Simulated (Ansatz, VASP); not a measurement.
**Two plane-wave programs on TaN**

```
CELL_PARAMETERS angstrom
0.00000 2.17900 2.17900
2.22258 0.00000 2.17900
2.22258 2.17900 0.00000
ATOMIC_POSITIONS crystal
Ta 0.50000 0.50000 0.50000
N 0.00000 0.00000 0.00000
```

Change from the starting cell: strain +0.0200 x Voigt [1, 0, 0, 0, 0, 0], atoms carried along.

Alike in both runs: task single point; functional PBE; k mesh 18 × 18 × 18; occupations gaussian, width 0.15 eV; no spin polarisation.

```csv
,VASP,Ansatz
version,VASP 6.6.1,Ansatz 0.2.0
potentials or method,"VASP PAW PBE potentials, release 64 (Ta_pv, N), cutoff 600 eV","scalar-relativistic, plane waves, PAW"
valence electrons in the cell,16,18
```

VASP gave:

- gap on the k mesh at the Fermi level (eV): none
- pressure (GPa): 8.2
- traceless stress, the component that is largest in VASP (GPa): -8.10

Q: What did Ansatz give for the same quantities?

A: gap on the k mesh at the Fermi level (eV): none; pressure (GPa): 7.4; traceless stress, the component that is largest in VASP (GPa): -8.06.

A gap of «none» marks a metal or a gap that the smearing closes. With one functional, cell and mesh, what is left measures potentials, basis and numerics. VASP's potentials hold 16 valence electrons a cell and Ansatz's 18, so a difference there can come from the potentials and not from the codes.

Spin-orbit coupling is off throughout.
